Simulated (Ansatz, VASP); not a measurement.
Sn in VASP and in Ansatz

INCAR

```
SYSTEM = Sn
ALGO     = Normal         ! electronic algorithm
EDIFF    = 1E-6           ! SCF threshold, eV
ENCUT    = 520            ! plane-wave cutoff, eV
GGA      = PS             ! functional
ISIF     = 2              ! what is computed and relaxed
ISMEAR   = -1             ! smearing method
LASPH    = .True.         ! aspherical terms in the spheres
LCHARG   = .False.        ! write CHGCAR
LREAL    = .False.        ! projectors in reciprocal space
LWAVE    = .False.        ! write WAVECAR
NBANDS   = 13             ! bands
NELM     = 80             ! most SCF steps
PREC     = Accurate       ! precision mode
SIGMA    = 0.1            ! smearing width, eV
```

File KPOINTS:

```
k-points
0
Gamma
  12 12 12
  0 0 0
```

Contents of POSCAR:

```
Sn
1.0
    3.0686569396      0.0000000000      0.0000000000
    0.0000000000      3.0686569396      0.0000000000
    0.0000000000      0.0000000000      3.0686569396
Sn
1
Direct
    0.0000000000      0.0000000000      0.0000000000
```

Input for Ansatz:

```yaml
crystal:
  lattice:
    - [3.0686569396, 0.0, 0.0]
    - [0.0, 3.0686569396, 0.0]
    - [0.0, 0.0, 3.0686569396]
  atoms:
    - { symbol: Sn, position: [0.0, 0.0, 0.0] }
hamiltonian:
  xc: pbesol
  pseudopotentials:
    kind: paw
    azcp:
      Sn: "pseudopotentials/Sn.paw.azcp"
basis:
  ecutwfc: 420
  fft_grid_basis: typed
kpoints:
  mp_grid: { grid: [12, 12, 12], shift: [0, 0, 0] }
magnetization:
  spin_polarized: false
scf:
  occupations: { method: fermi_dirac, width: 0.1 }
  lower_state_search: "off"
output:
  stress: true
```

Alike in both runs: task single point; functional PBEsol; k mesh 12 × 12 × 12; occupations fermi-dirac, width 0.1 eV; no spin polarisation.

```csv
,VASP,Ansatz
version,VASP 6.6.1,Ansatz 0.2.0
potentials or method,"VASP PAW PBE potentials, release 64 (Sn_d), cutoff 520 eV","plane waves (420 eV) with PAW, scalar-relativistic"
valence electrons in the cell,14,14
```

|  | VASP | Ansatz | Ansatz less VASP |
| --- | --- | --- | --- |
| pressure (GPa) | -1.7 | -1.7 | +0.04 |

VASP's potentials were made for PBE, not for PBEsol, and Ansatz warns of the same on its side. The functional is the same, so the differences come from potentials, cutoffs and numerics.
